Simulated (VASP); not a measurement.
# SnSe (Fm-3m) in VASP: notebook

The runs below take SnSe through single point, with PBE+D3(BJ).

Everything below comes from runs of VASP 6.6.1. Logs are shortened: lines on timing, memory, paths and dates and some standing lists are left out, and cuts for length are marked.

**1. The cell of the first run**

The structure is cubic, space group Fm-3m (No. 225). Conventional cell: a = 5.978 Å, b = 5.978 Å, c = 5.978 Å, α = 90.00°, β = 90.00°, γ = 90.00°. Within 3.9 Å of Sn (site symmetry m-3m) lie 6 Se at 2.99 Å. Within 3.9 Å of Se (site symmetry m-3m) lie 6 Sn at 2.99 Å.

**2. Single point, PBE+D3(BJ)**

Contents of INCAR:

```
SYSTEM = SnSe
ALGO = Normal
EDIFF = 1E-7
ENCUT = 520
GGA = PE
ISIF = 2
ISMEAR = 0
IVDW = 12
LASPH = .True.
LCHARG = .True.
LELF = .True.
LREAL = .False.
LVHAR = .True.
LWAVE = .False.
NBANDS = 17
NELM = 80
PREC = Accurate
SIGMA = 0.05
```

Contents of KPOINTS:

```
k-points
0
Gamma
  10 10 10
  0 0 0
```

Contents of POSCAR:

```
SnSe
1.0
    0.0000000000      2.9887688397      2.9887688397
    2.9887688397      0.0000000000      2.9887688397
    2.9887688397      2.9887688397      0.0000000000
Sn Se
1 1
Direct
    0.0000000000      0.0000000000      0.0000000000
    0.5000000000      0.5000000000      0.5000000000
```

Potentials or basis: VASP PAW PBE potentials, release 64 (Sn_d, Se).

Launch:

```bash
$ cat potpaw_PBE.64/Sn_d/POTCAR potpaw_PBE.64/Se/POTCAR > POTCAR
$ mpirun -np 1 vasp_std > vasp.out
```

OUTCAR:

```text
SYSTEM = SnSe
   EDIFF = 1E-7
   ENCUT = 520
   GGA = PE
   ISIF = 2
   ISMEAR = 0
   IVDW = 12
   LASPH = .True.
   LREAL = .False.
   NELM = 80
   PREC = Accurate
 IVDW          = 12

 ion  position               nearest neighbor table
   1  0.000  0.000  0.000-   2 2.99   2 2.99   2 2.99   2 2.99   2 2.99   2 2.99
   2  0.500  0.500  0.500-   1 2.99   1 2.99   1 2.99   1 2.99   1 2.99   1 2.99

  LATTYP: Found a face centered cubic cell.
 ALAT       =     5.9775376794

  Lattice vectors:

 A1 = (   0.0000000000,   2.9887688397,   2.9887688397)
 A2 = (   2.9887688397,   0.0000000000,   2.9887688397)
 A3 = (   2.9887688397,   2.9887688397,   0.0000000000)

Analysis of symmetry for initial positions (statically):
=====================================================================
 Subroutine PRICEL returns:
 Original cell was already a primitive cell.

 Routine SETGRP: Setting up the symmetry group for a
 face centered cubic supercell.

 Subroutine GETGRP returns: Found 48 space group operations
 (whereof 48 operations were pure point group operations)
 out of a pool of 48 trial point group operations.

The static configuration has the point symmetry O_h .

Analysis of symmetry for dynamics (positions and initial velocities):
=====================================================================
 Subroutine PRICEL returns:
 Original cell was already a primitive cell.

 Routine SETGRP: Setting up the symmetry group for a
 face centered cubic supercell.

 Subroutine GETGRP returns: Found 48 space group operations
 (whereof 48 operations were pure point group operations)
 out of a pool of 48 trial point group operations.

The dynamic configuration has the point symmetry O_h .

 Subroutine INISYM returns: Found 48 space group operations
 (whereof 48 operations are pure point group operations),
 and found     1 'primitive' translations

----------------------------------------------------------------------------------------

                                     Primitive cell

  volume of cell :      53.3958

  direct lattice vectors                    reciprocal lattice vectors
     0.000000000  2.988768840  2.988768840    -0.167292965  0.167292965  0.167292965
     2.988768840  0.000000000  2.988768840     0.167292965 -0.167292965  0.167292965
     2.988768840  2.988768840  0.000000000     0.167292965  0.167292965 -0.167292965

  length of vectors
     4.226757428  4.226757428  4.226757428     0.289759915  0.289759915  0.289759915

  position of ions in fractional coordinates (direct lattice)
     0.000000000  0.000000000  0.000000000
     0.500000000  0.500000000  0.500000000

  ion indices of the primitive-cell ions
   primitive index   ion index
                 1           1
                 2           2

----------------------------------------------------------------------------------------

 KPOINTS: k-points

Automatic generation of k-mesh.
 Grid dimensions read from file:
 generate k-points for:   10   10   10

 Generating k-lattice:

  Cartesian coordinates                     Fractional coordinates (reciprocal lattice)
    -0.016729296  0.016729296  0.016729296     0.100000000  0.000000000  0.000000000
     0.016729296 -0.016729296  0.016729296     0.000000000  0.100000000  0.000000000
     0.016729296  0.016729296 -0.016729296     0.000000000  0.000000000  0.100000000

  Length of vectors
     0.028975991  0.028975991  0.028975991

  Shift w.r.t. Gamma in fractional coordinates (k-lattice)
     0.000000000  0.000000000  0.000000000

 Subroutine IBZKPT returns following result:
 ===========================================

 Found     47 irreducible k-points:

 Following reciprocal coordinates:
            Coordinates               Weight
  0.000000  0.000000  0.000000      1.000000
  0.100000  0.000000  0.000000      8.000000
  0.200000  0.000000  0.000000      8.000000
  0.300000  0.000000  0.000000      8.000000
  0.400000  0.000000  0.000000      8.000000
  0.500000  0.000000  0.000000      4.000000
[... 16 lines left out ...]
  0.300000  0.300000  0.000000      6.000000
  0.400000  0.300000  0.000000     24.000000
 [... further k-points ...]
   k-points           NKPTS =     47   k-points in BZ     NKDIM =     47   number of bands    NBANDS=     17
   number of dos      NEDOS =    301   number of ions     NIONS =      2
   total plane-waves  NPLWV =  32768
   dimension x,y,z NGX =    32 NGY =   32 NGZ =   32
   dimension x,y,z NGXF=    64 NGYF=   64 NGZF=   64
   ions per type =               1   1
   NGX,Y,Z   is equivalent  to a cutoff of  12.59, 12.59, 12.59 a.u.
   NGXF,Y,Z  is equivalent  to a cutoff of  25.17, 25.17, 25.17 a.u.
 SYSTEM =  SnSe
   PREC   = accura    normal or accurate (medium, high low for compatibility)
   ISTART =      0    job   : 0-new  1-cont  2-samecut
   ICHARG =      2    charge: 1-file 2-atom 10-const
   ISPIN  =      1    spin polarized calculation?
   LNONCOLLINEAR =      F non collinear calculations
   LSORBIT =      F    spin-orbit coupling
   LASPH  =      T    aspherical Exc in radial PAW
   ENCUT  =  520.0 eV  38.22 Ry    6.18 a.u.   7.86  7.86  7.86*2*pi/ulx,y,z
   NELM   =     80;   NELMIN=  2; NELMDL= -5     # of ELM steps
   EDIFF  = 0.1E-06   stopping-criterion for ELM
   LREAL  =      F    real-space projection
   EDIFFG = 0.1E-05   stopping-criterion for IOM
   NSW    =      0    number of steps for IOM
   IBRION =     -1    ionic relax: 0-MD 1-quasi-New 2-CG
   NFREE  =      0    steps in history (QN), initial steepest desc. (CG)
   ISIF   =      2    stress and relaxation
   ISYM   =      2    0-nonsym 1-usesym 2-fastsym
   POTIM  = 0.5000    time-step for ionic-motion
   TEBEG  =    0.0;   TEEND  =   0.0 temperature during run
   PSTRESS=    0.0 pullay stress
   NELECT =      20.0000    total number of electrons
   NUPDOWN=      -1.0000    fix difference up-down
   EMIN   =  10.00;   EMAX   =-10.00  energy-range for DOS
   EFERMI =   0.00;   METHOD = LEGACY
   ISMEAR =     0;   SIGMA  =   0.05  broadening in eV -4-tet -1-fermi 0-gaus
   EFERMI_NEDOS =   21; number of points for ismear=-14 and -15
   IALGO  =     38    algorithm
   IMIX   =      4    mixing-type and parameters
     AMIX     =   0.40;   BMIX     =  1.00
     AMIX_MAG =   1.60;   BMIX_MAG =  1.00
  volume/ion in A,a.u.               =      26.70       180.17
  Fermi-wavevector in a.u.,A,eV,Ry     =   1.180092  2.230050 18.947704  1.392617
  Thomas-Fermi vector in A             =   2.316391
   LORBIT       =      0    0 simple, 1 ext, 2 COOP (PROOUT), +10 PAW based schemes
   GGA     = PE    functional components
   LHFCALC =     F    Hartree Fock is set to
   AEXX    =    0.0000 exact exchange contribution
   IVDW    =    12    specifies the selected vdW correction
   LEPSILON=     F    determine dielectric tensor
   LRPA    =     F    only Hartree local field effects (RPA)
 non-spin polarized calculation
 Gauss-broadening in eV      SIGMA  =   0.05
  energy-cutoff  :      520.00
  volume of cell :       53.40
 maximum number of plane-waves:      1459
   NGX = 15   NGY = 15   NGZ = 15

 number of electron      20.0000008 magnetization

 Free energy of the ion-electron system (eV)
  ---------------------------------------------------
  ext. energy  EPLUGINS =         0.00000000
  ---------------------------------------------------
  free energy    TOTEN  =        -8.20139582 eV

  energy without entropy =       -8.20139582  energy(sigma->0) =       -8.20139582

 E-fermi :   6.0870     XC(G=0):  -9.6943

 val. band max:        5.8095360787   @ k =   0.5000   0.0000   0.0000
 cond. band min:       6.3291682493   @ k =  -0.4000   0.1000   0.0000
 fundamental gap:      0.5196321707
 Fermi energy:         6.0869894348

 k-point     1 :       0.0000    0.0000    0.0000
  band No.  band energies     occupation
      1     -15.7731      2.00000
      2     -15.7731      2.00000
      3     -15.7731      2.00000
      4     -15.7716      2.00000
      5     -15.7716      2.00000
      6      -8.1826      2.00000
[... 9 lines left out ...]
     16      11.6669      0.00000
     17      14.0070      0.00000

 k-point     2 :       0.1000    0.0000    0.0000
  band No.  band energies     occupation
      1     -15.7729      2.00000
      2     -15.7729      2.00000
      3     -15.7728      2.00000
      4     -15.7712      2.00000
      5     -15.7712      2.00000
      6      -8.1092      2.00000
[... 9 lines left out ...]
     16      11.9181      0.00000
     17      14.7201      0.00000

 k-point     3 :       0.2000    0.0000    0.0000
  band No.  band energies     occupation
      1     -15.7750      2.00000
      2     -15.7750      2.00000
      3     -15.7721      2.00000
      4     -15.7679      2.00000
      5     -15.7679      2.00000
      6      -7.9024      2.00000
[... 9 lines left out ...]
     16      12.5626      0.00000
     17      16.3111      0.00000

 k-point     4 :       0.3000    0.0000    0.0000
  band No.  band energies     occupation
      1     -15.7777      2.00000
      2     -15.7777      2.00000
      3     -15.7713      2.00000
      4     -15.7635      2.00000
      5     -15.7635      2.00000
      6      -7.6086      2.00000
[... 9 lines left out ...]
     16      13.5594      0.00000
     17      17.9125      0.00000
[... 343 lines left out ...]
      1     -15.7783      2.00000
      2     -15.7766      2.00000
      3     -15.7703      2.00000
      4     -15.7661      2.00000
      5     -15.7622      2.00000
      6      -7.5098      2.00000
[... 9 lines left out ...]
     16      15.3157      0.00000
     17      15.6765      0.00000

 k-point    23 :       0.3000    0.3000    0.0000
  band No.  band energies     occupation
      1     -15.7899      2.00000
      2     -15.7777      2.00000
      3     -15.7662      2.00000
      4     -15.7607      2.00000
      5     -15.7607      2.00000
      6      -7.4202      2.00000
[... 9 lines left out ...]
     16      16.0728      0.00000
     17      16.0731      0.00000

 k-point    24 :       0.4000    0.3000    0.0000
  band No.  band energies     occupation
      1     -15.7938      2.00000
      2     -15.7776      2.00000
      3     -15.7666      2.00000
      4     -15.7586      2.00000
      5     -15.7576      2.00000
      6      -7.2043      2.00000
[... 9 lines left out ...]
     16      16.6050      0.00000
     17      17.2482      0.00000

 [... further k-points ...]

------------------------ aborting loop because EDIFF is reached ----------------------------------------

 Edisp (eV)   -0.72221

 E8    (eV) :    -0.3255

  FORCE on cell =-STRESS in cart. coord.  units (eV):
  Direction    XX          YY          ZZ          XY          YZ          ZX
  --------------------------------------------------------------------------------------
  -------------------------------------------------------------------------------------
  Total      -0.00355    -0.00355    -0.00355     0.00000     0.00000    -0.00000
  in kB      -0.10650    -0.10650    -0.10650     0.00000     0.00000    -0.00000
  external pressure =       -0.11 kB  Pullay stress =        0.00 kB

 VOLUME and BASIS-vectors are now :
 -----------------------------------------------------------------------------
  energy-cutoff  :      520.00
  volume of cell :       53.40
      direct lattice vectors                 reciprocal lattice vectors
     0.000000000  2.988768840  2.988768840    -0.167292965  0.167292965  0.167292965
     2.988768840  0.000000000  2.988768840     0.167292965 -0.167292965  0.167292965
     2.988768840  2.988768840  0.000000000     0.167292965  0.167292965 -0.167292965

 POSITION                                       TOTAL-FORCE (eV/Angst)
 -----------------------------------------------------------------------------------
      0.00000      0.00000      0.00000         0.000000      0.000000      0.000000
      2.98877      2.98877      2.98877        -0.000000     -0.000000     -0.000000
 -----------------------------------------------------------------------------------
    total drift:                                0.000000     -0.000000     -0.000000

  FREE ENERGIE OF THE ION-ELECTRON SYSTEM (eV)
  ---------------------------------------------------
  free  energy   TOTEN  =        -8.9236016170 eV

  energy  without entropy=       -8.9236016170  energy(sigma->0) =       -8.92360162
```

Run time: 28 s. Hardware: 1 thread of Intel Xeon Platinum 8259CL at 2.50GHz (Skylake/Cascade Lake), shared host; peak memory 0.2 GiB.

What came out:

| Quantity | Value |
| --- | --- |
| Free energy | -8.9236 eV |
| Pressure | 0.0 GPa |
| Band gap on the k mesh | 0.52 eV (least direct gap 0.64 eV) |
| Dispersion energy per atom | -0.361 eV |

Levels at points of the mesh, in eV from the valence-band top:
```csv
k point,band 8,band 9,band 10,band 11,band 12,band 13
"(0.00, 0.00, 0.00)",-2.23,-2.23,-2.23,4.42,4.42,4.42
"(0.50, 0.00, 0.00)",-1.98,-1.98,0.00,0.68,1.25,1.25
"(0.50, 0.50, 0.00)",-5.60,-3.72,-3.72,2.97,5.49,5.49
```

Caveat: semilocal functionals underestimate gaps, and a narrow one can read as zero; spin-orbit coupling is left out, which moves the levels of the heavy elements. A k mesh can miss the band edges.

(Part 1 of 2 ends here.)
